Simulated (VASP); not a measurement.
# BaCaP3 (P6_3/mmc) in VASP: a series of runs

The runs below take BaCaP3 through relaxation of cell and atoms, single point, with PBE.

Everything below comes from runs of VASP 6.6.1. Logs are shortened: lines on timing, memory, paths and dates and some standing lists are left out, and cuts for length are marked.

## (1) The cell of the first run

It takes space group P6_3/mmc (No. 194, hexagonal). Conventional cell: a = 6.861 Å, b = 6.861 Å, c = 5.862 Å, α = 90.00°, β = 90.00°, γ = 120.00°. Within 4.5 Å of Ba (site symmetry -6m2) lie 12 P at 3.44 to 3.68 Å and 6 Ca at 4.22 Å. Within 3.0 Å of Ca (site symmetry -3m) lie 6 P at 2.27 Å and 2 Ca at 2.93 Å. P (site symmetry mm2) has 2 Ca at 2.27 Å and 2 P at 3.01 Å within 3.1 Å.

## (2) Relaxation of cell and atoms, PBE

Contents of INCAR:

```
  PREC = Accurate
  ENCUT = 600
  EDIFF = 1E-6
  ISMEAR = 0
  SIGMA = 0.1
  LREAL = False
  LASPH = True
  NELM = 100
  ALGO = Normal
  ISIF = 3
  LWAVE = False
  LCHARG = False
  GGA = PE
  IBRION = 2
  NSW = 90
  EDIFFG = -0.04
```

Contents of KPOINTS:

```
Automatic mesh
0
Gamma
  3 3 4
```

Contents of POSCAR:

```
BaCaP3
1.0
    6.8610216535      0.0000000000      0.0000000000
   -3.4305108268      5.9418190479      0.0000000000
    0.0000000000      0.0000000000      5.8617254269
Ba Ca P
2 2 6
Direct
    0.3333333333      0.6666666667      0.7500000000
    0.6666666667      0.3333333333      0.2500000000
    0.0000000000      0.0000000000      0.5000000000
    0.0000000000      0.0000000000      0.0000000000
    0.1460000000      0.2919999999      0.2500000000
    0.8540000000      0.1460000000      0.7500000000
    0.8540000000      0.7080000001      0.7500000000
    0.1460000000      0.8540000000      0.2500000000
    0.7080000001      0.8540000000      0.2500000000
    0.2919999999      0.1460000000      0.7500000000
```

Potentials or basis: VASP PAW PBE potentials, release 64 (Ba_sv, Ca_sv, P).

Command:

```
$ cat potpaw_PBE.64/Ba_sv/POTCAR potpaw_PBE.64/Ca_sv/POTCAR potpaw_PBE.64/P/POTCAR > POTCAR
$ mpirun -np 1 vasp_std > vasp.out
```

OUTCAR:

```text
PREC = Accurate
   ENCUT = 600
   EDIFF = 1E-6
   ISMEAR = 0
   LREAL = False
   LASPH = True
   NELM = 100
   ISIF = 3
   GGA = PE
   IBRION = 2
   NSW = 90
   EDIFFG = -0.04

 ion  position               nearest neighbor table
   1  0.333  0.667  0.750-   7 3.44   7 3.44   6 3.44   6 3.44  10 3.44  10 3.44   8 3.68   8 3.68
                             9 3.68   9 3.68   5 3.68   5 3.68
   2  0.667  0.333  0.250-   5 3.44   5 3.44   8 3.44   8 3.44   9 3.44   9 3.44   6 3.68   6 3.68
                            10 3.68  10 3.68   7 3.68   7 3.68
   3  0.000  0.000  0.500-   9 2.27  10 2.27   5 2.27   7 2.27   6 2.27   8 2.27   4 2.93   4 2.93

   4  0.000  0.000  0.000-   9 2.27  10 2.27   5 2.27   7 2.27   6 2.27   8 2.27   3 2.93   3 2.93

   5  0.146  0.292  0.250-   3 2.27   4 2.27   2 3.44   2 3.44   1 3.68   1 3.68
   6  0.854  0.146  0.750-   3 2.27   4 2.27   1 3.44   1 3.44   2 3.68   2 3.68
   7  0.854  0.708  0.750-   3 2.27   4 2.27   1 3.44   1 3.44   2 3.68   2 3.68
   8  0.146  0.854  0.250-   3 2.27   4 2.27   2 3.44   2 3.44   1 3.68   1 3.68
   9  0.708  0.854  0.250-   3 2.27   4 2.27   2 3.44   2 3.44   1 3.68   1 3.68
  10  0.292  0.146  0.750-   3 2.27   4 2.27   1 3.44   1 3.44   2 3.68   2 3.68

  LATTYP: Found a hexagonal cell.
 ALAT       =     6.8610216535
 C/A-ratio  =     0.8543516874

  Lattice vectors:

 A1 = (   6.8610216535,   0.0000000000,   0.0000000000)
 A2 = (  -3.4305108268,   5.9418190479,   0.0000000000)
 A3 = (   0.0000000000,   0.0000000000,   5.8617254269)

Analysis of symmetry for initial positions (statically):
=====================================================================
 Subroutine PRICEL returns:
 Original cell was already a primitive cell.

 Routine SETGRP: Setting up the symmetry group for a
 hexagonal supercell.

 Subroutine GETGRP returns: Found 24 space group operations
 (whereof 12 operations were pure point group operations)
 out of a pool of 24 trial point group operations.

The static configuration has the point symmetry D_3d.
 The point group associated with its full space group is D_6h.

Analysis of symmetry for dynamics (positions and initial velocities):
=====================================================================
 Subroutine PRICEL returns:
 Original cell was already a primitive cell.

 Routine SETGRP: Setting up the symmetry group for a
 hexagonal supercell.

 Subroutine GETGRP returns: Found 24 space group operations
 (whereof 12 operations were pure point group operations)
 out of a pool of 24 trial point group operations.

The dynamic configuration has the point symmetry D_3d.
 The point group associated with its full space group is D_6h.

 Subroutine INISYM returns: Found 24 space group operations
[... 95 lines left out ...]
   ENCUT  =  600.0 eV  44.10 Ry    6.64 a.u.  13.70 13.70 11.71*2*pi/ulx,y,z
   NELM   =    100;   NELMIN=  2; NELMDL= -5     # of ELM steps
   EDIFF  = 0.1E-05   stopping-criterion for ELM
   LREAL  =      F    real-space projection
   EDIFFG = -.4E-01   stopping-criterion for IOM
   NSW    =     90    number of steps for IOM
   IBRION =      2    ionic relax: 0-MD 1-quasi-New 2-CG
   NFREE  =      1    steps in history (QN), initial steepest desc. (CG)
   ISIF   =      3    stress and relaxation
   ISYM   =      2    0-nonsym 1-usesym 2-fastsym
   POTIM  = 0.5000    time-step for ionic-motion
   TEBEG  =    0.0;   TEEND  =   0.0 temperature during run
   PSTRESS=    0.0 pullay stress
   NELECT =      70.0000    total number of electrons
   NUPDOWN=      -1.0000    fix difference up-down
   EMIN   =  10.00;   EMAX   =-10.00  energy-range for DOS
   EFERMI =   0.00;   METHOD = LEGACY
   ISMEAR =     0;   SIGMA  =   0.10  broadening in eV -4-tet -1-fermi 0-gaus
   EFERMI_NEDOS =   21; number of points for ismear=-14 and -15
   IALGO  =     38    algorithm
   IMIX   =      4    mixing-type and parameters
     AMIX     =   0.40;   BMIX     =  1.00
     AMIX_MAG =   1.60;   BMIX_MAG =  1.00
  volume/ion in A,a.u.               =      23.90       161.26
  Fermi-wavevector in a.u.,A,eV,Ry     =   1.087251  2.054606 16.083633  1.182114
  Thomas-Fermi vector in A             =   2.223406
   LORBIT       =      0    0 simple, 1 ext, 2 COOP (PROOUT), +10 PAW based schemes
   GGA     = PE    functional components
   LHFCALC =     F    Hartree Fock is set to
   AEXX    =    0.0000 exact exchange contribution
   IVDW    =     0    specifies the selected vdW correction
   LEPSILON=     F    determine dielectric tensor
   LRPA    =     F    only Hartree local field effects (RPA)
 conjugate gradient relaxation of ions
 non-spin polarized calculation
 Gauss-broadening in eV      SIGMA  =   0.10
  energy-cutoff  :      600.00
  volume of cell :      238.96
 maximum number of plane-waves:      8033
 NGX is ok and might be reduce to    56
   NGX = 27   NGY = 27   NGZ = 23

--------------------------------------- Ionic step        1  -------------------------------------------

 number of electron      70.0000004 magnetization

 Free energy of the ion-electron system (eV)
  ---------------------------------------------------
  ext. energy  EPLUGINS =         0.00000000
  ---------------------------------------------------
  free energy    TOTEN  =       -31.33484106 eV

  energy without entropy =      -31.29090418  energy(sigma->0) =      -31.31287262

------------------------ aborting loop because EDIFF is reached ----------------------------------------

  FORCE on cell =-STRESS in cart. coord.  units (eV):
  Direction    XX          YY          ZZ          XY          YZ          ZX
  --------------------------------------------------------------------------------------
  -------------------------------------------------------------------------------------
  Total       21.8542456     21.8542456     44.6919757     -0.0000000     -0.0000000      0.0000000
  in kB      146.5253335    146.5253335    299.6445981     -0.0000000     -0.0000000      0.0000000
  external PRESSURE =     197.5650884 kB  Pullay stress =       0.0000000 kB
[... 940 lines left out ...]
     41       9.0113      0.00000
     42       9.0113      0.00000

[... ionic steps 4 to 29 ...]

--------------------------------------- Ionic step       30  -------------------------------------------

 number of electron      70.0000008 magnetization

------------------------ aborting loop because EDIFF is reached ----------------------------------------
[... 83 lines left out ...]
--------------------------------------- Ionic step       32  -------------------------------------------

 number of electron      70.0000008 magnetization

 Free energy of the ion-electron system (eV)
  ---------------------------------------------------
  ext. energy  EPLUGINS =         0.00000000
  ---------------------------------------------------
  free energy    TOTEN  =       -47.06135199 eV

  energy without entropy =      -47.04571202  energy(sigma->0) =      -47.05353201

 E-fermi :   5.0207     XC(G=0):  -9.5495

 val. band max:        5.0158435059   @ k =   0.3333  -0.0000   0.0000
 cond. band min:       5.0634201143   @ k =   0.3333   0.3333   0.0000
 fundamental gap:      0.0475766085
 Fermi energy:         5.0207468551
[... 440 lines left out ...]
  FREE ENERGIE OF THE ION-ELECTRON SYSTEM (eV)
  ---------------------------------------------------
  free  energy   TOTEN  =       -47.0613519940 eV

  energy  without entropy=      -47.0457120193  energy(sigma->0) =      -47.05353201

 reached required accuracy - stopping structural energy minimisation
```

OSZICAR:

```text
N       E                     dE             d eps       ncg     rms          rms(c)
DAV:   1     0.592986575573E+03    0.59299E+03   -0.34289E+04   756   0.168E+03
DAV:   2     0.635790721912E+01   -0.58663E+03   -0.57860E+03   962   0.363E+02
DAV:   3    -0.374848454654E+02   -0.43843E+02   -0.43199E+02  1120   0.909E+01
DAV:   4    -0.401396331095E+02   -0.26548E+01   -0.26388E+01  1224   0.191E+01
[... 367 lines left out ...]
DAV:   3    -0.470613513360E+02    0.60524E-04   -0.12239E-04  1026   0.516E-02    0.199E-02
DAV:   4    -0.470613470713E+02    0.42647E-05   -0.32367E-05  1260   0.239E-02    0.132E-02
DAV:   5    -0.470613503391E+02   -0.32678E-05   -0.32052E-06   806   0.717E-03    0.438E-03
DAV:   6    -0.470613516607E+02   -0.13216E-05   -0.50850E-07   456   0.310E-03    0.883E-04
DAV:   7    -0.470613519940E+02   -0.33331E-06   -0.21182E-07   428   0.204E-03
  32 F= -.47061352E+02 E0= -.47053532E+02  d E =-.967832E-03
```

CONTCAR:

```text
BaCaP3
   1.00000000000000
     6.4487824188782144    0.0000000000136502   -0.0000000000000000
    -3.2243912094742808    5.5848093982453371    0.0000000000000000
    -0.0000000000000000    0.0000000000000000    6.6841643477662132
  Ba              Ca              P
     2     2     6
Direct
     0.3333333332999970    0.6666666667000030    0.7500000000000000
     0.6666666667000030    0.3333333332999970    0.2500000000000000
     0.0000000000000000    0.0000000000000000    0.5000000000000000
     0.0000000000000000    0.0000000000000000    0.0000000000000000
     0.2154980870229610    0.4309961739456287    0.2500000000000000
     0.7845019129769123    0.2154980870226694    0.7500000000000000
     0.7845019129770389    0.5690038260543712    0.7500000000000000
     0.2154980870230875    0.7845019129773304    0.2500000000000000
     0.5690038260539533    0.7845019129770389    0.2500000000000000
     0.4309961739460469    0.2154980870229611    0.7500000000000000

  0.00000000E+00  0.00000000E+00  0.00000000E+00
  0.00000000E+00  0.00000000E+00  0.00000000E+00
  0.00000000E+00  0.00000000E+00  0.00000000E+00
  0.00000000E+00  0.00000000E+00  0.00000000E+00
  0.00000000E+00  0.00000000E+00  0.00000000E+00
  0.00000000E+00  0.00000000E+00  0.00000000E+00
  0.00000000E+00  0.00000000E+00  0.00000000E+00
  0.00000000E+00  0.00000000E+00  0.00000000E+00
  0.00000000E+00  0.00000000E+00  0.00000000E+00
  0.00000000E+00  0.00000000E+00  0.00000000E+00
```

Wall time 26 min (1 thread of AMD EPYC 9R45 (Zen 5), shared host); peak memory 0.47 GiB.

Results:

```yaml
Free_energy: -47.0614 eV
Relaxed_volume: 24.07 Å³/atom
Relaxed_cell: a = 6.449 Å, b = 6.449 Å, c = 6.684 Å, α = 90.00°, β = 90.00°, γ = 120.00°
Space_group_after_relaxing_to_0.1_Å: P6_3/mmc (No. 194)
Pressure_after_relaxing: 0.0 GPa
Largest_force_after_relaxing: 0.009 eV/Å
Band_gap_on_the_k_mesh: zero (bands 35 and 36 overlap by 1.92 eV)
```

Forces in eV/Å, atoms in the order of the input:
```
Ba   0.000  0.000  0.000
Ba   0.000  0.000  0.000
Ca   0.000  0.000  0.000
Ca   0.000  0.000  0.000
P    0.000 -0.009  0.000
P    0.008 -0.004  0.000
P    0.000  0.009  0.000
P   -0.008  0.004  0.000
P    0.008  0.004  0.000
P   -0.008 -0.004  0.000
```

Final structure:
```cif
data_structure
_symmetry_space_group_name_H-M 'P 1'
_symmetry_Int_Tables_number 1
_cell_length_a 6.4488
_cell_length_b 6.4488
_cell_length_c 6.6842
_cell_angle_alpha 90.000
_cell_angle_beta 90.000
_cell_angle_gamma 120.000
_cell_volume 240.73
loop_
_atom_site_label
_atom_site_type_symbol
_atom_site_fract_x
_atom_site_fract_y
_atom_site_fract_z
_atom_site_occupancy
Ba1 Ba 0.33333 0.66667 0.75000 1
Ba2 Ba 0.66667 0.33333 0.25000 1
Ca1 Ca 0.00000 0.00000 0.50000 1
Ca2 Ca 0.00000 0.00000 0.00000 1
P1 P 0.21550 0.43100 0.25000 1
P2 P 0.78450 0.21550 0.75000 1
P3 P 0.78450 0.56900 0.75000 1
P4 P 0.21550 0.78450 0.25000 1
P5 P 0.56900 0.78450 0.25000 1
P6 P 0.43100 0.21550 0.75000 1
```

Caveat: spin-orbit coupling is left out, which moves the levels of the heavy elements.

## (3) Single point, PBE

This run uses another cell than the first one, of 23.97 Å³/atom.

Contents of INCAR:

```
  PREC = Accurate
  ENCUT = 520
  EDIFF = 1E-6
  ISMEAR = 0
  SIGMA = 0.1
  LREAL = False
  LASPH = True
  NELM = 80
  ALGO = Normal
  ISIF = 2
  LWAVE = False
  LCHARG = False
  GGA = PE
  NBANDS = 46
```

Contents of KPOINTS:

```
Automatic mesh
0
Gamma
  6 6 6
```

Contents of POSCAR:

```
BaCaP3
1.0
    6.4521370348      0.0000000000      0.0000000000
   -3.2260685174      5.5877145809      0.0000000000
    0.0000000000      0.0000000000      6.6473712255
Ba Ca P
2 2 6
Direct
    0.3333333333      0.6666666667      0.7500000000
    0.6666666667      0.3333333333      0.2500000000
    0.0000000000      0.0000000000      0.5000000000
    0.0000000000      0.0000000000      0.0000000000
    0.2149637362      0.4299274724      0.2500000000
    0.7850362638      0.2149637362      0.7500000000
    0.7850362638      0.5700725276      0.7500000000
    0.2149637362      0.7850362638      0.2500000000
    0.5700725276      0.7850362638      0.2500000000
    0.4299274724      0.2149637362      0.7500000000
```

Potentials or basis: VASP PAW PBE potentials, release 64 (Ba_sv, Ca_sv, P).

Command:

```
$ cat potpaw_PBE.64/Ba_sv/POTCAR potpaw_PBE.64/Ca_sv/POTCAR potpaw_PBE.64/P/POTCAR > POTCAR
$ mpirun -np 1 vasp_std > vasp.out
```

OUTCAR:

```text
PREC = Accurate
   ENCUT = 520
   EDIFF = 1E-6
   ISMEAR = 0
   LREAL = False
   LASPH = True
   NELM = 80
   ISIF = 2
   GGA = PE

 ion  position               nearest neighbor table
   1  0.333  0.667  0.750-   7 3.27  10 3.27   6 3.27   6 3.27   7 3.27  10 3.27   8 3.58   8 3.58
                             9 3.58   9 3.58   5 3.58   5 3.58
   2  0.667  0.333  0.250-   5 3.27   9 3.27   8 3.27   8 3.27   5 3.27   9 3.27   6 3.58   6 3.58
                            10 3.58  10 3.58   7 3.58   7 3.58
   3  0.000  0.000  0.500-   6 2.92   8 2.92   9 2.92  10 2.92   7 2.92   5 2.92
   4  0.000  0.000  0.000-   6 2.92   8 2.92   9 2.92  10 2.92   7 2.92   5 2.92
   5  0.215  0.430  0.250-   8 2.29   9 2.29   3 2.92   4 2.92   2 3.27   2 3.27   1 3.58   1 3.58

   6  0.785  0.215  0.750-  10 2.29   7 2.29   3 2.92   4 2.92   1 3.27   1 3.27   2 3.58   2 3.58

   7  0.785  0.570  0.750-   6 2.29  10 2.29   3 2.92   4 2.92   1 3.27   1 3.27   2 3.58   2 3.58

   8  0.215  0.785  0.250-   9 2.29   5 2.29   3 2.92   4 2.92   2 3.27   2 3.27   1 3.58   1 3.58

   9  0.570  0.785  0.250-   8 2.29   5 2.29   3 2.92   4 2.92   2 3.27   2 3.27   1 3.58   1 3.58

[... 218 lines left out ...]
      5     -17.1967      2.00000
      6     -16.8248      2.00000
[... 1165 lines left out ...]
     45       7.8828      0.00000
     46       7.8828      0.00000

 [... further k-points ...]

------------------------ aborting loop because EDIFF is reached ----------------------------------------

  FORCE on cell =-STRESS in cart. coord.  units (eV):
  Direction    XX          YY          ZZ          XY          YZ          ZX
  --------------------------------------------------------------------------------------
  -------------------------------------------------------------------------------------
  Total        0.6392908      0.6392908      0.5828003      0.0000000      0.0000000      0.0000000
  in kB        4.2738697      4.2738697      3.8962124      0.0000000      0.0000000      0.0000000
  external PRESSURE =       4.1479839 kB  Pullay stress =       0.0000000 kB

 VOLUME and BASIS-vectors are now :
 -----------------------------------------------------------------------------
  energy-cutoff  :      520.00
  volume of cell :      239.66
      direct lattice vectors                 reciprocal lattice vectors
     6.452137035  0.000000000  0.000000000     0.154987409  0.089482022  0.000000000
    -3.226068517  5.587714581  0.000000000     0.000000000  0.178964044  0.000000000
     0.000000000  0.000000000  6.647371225     0.000000000  0.000000000  0.150435408

 POSITION                                       TOTAL-FORCE (eV/Angst)
 -----------------------------------------------------------------------------------
     -0.00000      3.72514      4.98553        -0.000000     -0.000000      0.000000
      3.22607      1.86257      1.66184         0.000000     -0.000000      0.000000
      0.00000      0.00000      3.32369        -0.000000     -0.000000     -0.000000
      0.00000      0.00000      0.00000        -0.000000     -0.000000     -0.000000
     -0.00000      2.40231      1.66184        -0.000000      0.059546      0.000000
      4.37167      1.20116      4.98553        -0.051569      0.029773     -0.000000
      3.22607      3.18540      4.98553         0.000000     -0.059546     -0.000000
     -1.14561      4.38656      1.66184         0.051569     -0.029773      0.000000
      1.14561      4.38656      1.66184        -0.051569     -0.029773     -0.000000
      2.08046      1.20116      4.98553         0.051569      0.029773      0.000000
 -----------------------------------------------------------------------------------
    total drift:                               -0.000000      0.000000      0.000000

  FREE ENERGIE OF THE ION-ELECTRON SYSTEM (eV)
  ---------------------------------------------------
  free  energy   TOTEN  =       -47.1123264464 eV

  energy  without entropy=      -47.0871953355  energy(sigma->0) =      -47.09976089
```

OSZICAR:

```text
N       E                     dE             d eps       ncg     rms          rms(c)
DAV:   1     0.510109095956E+03    0.51011E+03   -0.31373E+04  2576   0.137E+03
DAV:   2    -0.679298445063E+01   -0.51690E+03   -0.50497E+03  3224   0.313E+02
DAV:   3    -0.457043084615E+02   -0.38911E+02   -0.38501E+02  3736   0.804E+01
DAV:   4    -0.473959003665E+02   -0.16916E+01   -0.16849E+01  4096   0.153E+01
DAV:   5    -0.474581229175E+02   -0.62223E-01   -0.62199E-01  3542   0.244E+00    0.120E+01
DAV:   6    -0.471754603219E+02    0.28266E+00   -0.37654E-01  3294   0.247E+00    0.719E+00
DAV:   7    -0.471135593442E+02    0.61901E-01   -0.47917E-01  3448   0.314E+00    0.556E-01
DAV:   8    -0.471113181040E+02    0.22412E-02   -0.56660E-02  3238   0.917E-01    0.283E-01
DAV:   9    -0.471119649042E+02   -0.64680E-03   -0.32026E-03  3992   0.212E-01    0.136E-01
DAV:  10    -0.471122156599E+02   -0.25076E-03   -0.22154E-04  3324   0.703E-02    0.560E-02
DAV:  11    -0.471123239726E+02   -0.10831E-03   -0.15680E-04  3192   0.570E-02    0.179E-02
DAV:  12    -0.471123263548E+02   -0.23822E-05   -0.15732E-05  3928   0.130E-02    0.969E-03
DAV:  13    -0.471123264464E+02   -0.91614E-07   -0.22798E-06  2304   0.813E-03
   1 F= -.47112326E+02 E0= -.47099761E+02  d E =-.251311E-01
```

Run time: 2.7 min. Hardware: 1 thread of AMD EPYC 9R45 (Zen 5), shared host; peak memory 0.46 GiB.

What came out:

* Free energy: -47.1123 eV
* Pressure: 0.4 GPa
* Largest force: 0.060 eV/Å
* Band gap on the k mesh: zero (bands 35 and 36 overlap by 2.04 eV)

Forces on the atoms (eV/Å):
```
Ba   0.000  0.000  0.000
Ba   0.000  0.000  0.000
Ca   0.000  0.000  0.000
Ca   0.000  0.000  0.000
P    0.000  0.060  0.000
P   -0.052  0.030  0.000
P    0.000 -0.060  0.000
P    0.052 -0.030  0.000
P   -0.052 -0.030  0.000
P    0.052  0.030  0.000
```

Caveat: spin-orbit coupling is left out, which moves the levels of the heavy elements.

The gap in the log of VASP goes by the Fermi energy; the results here count the filled bands.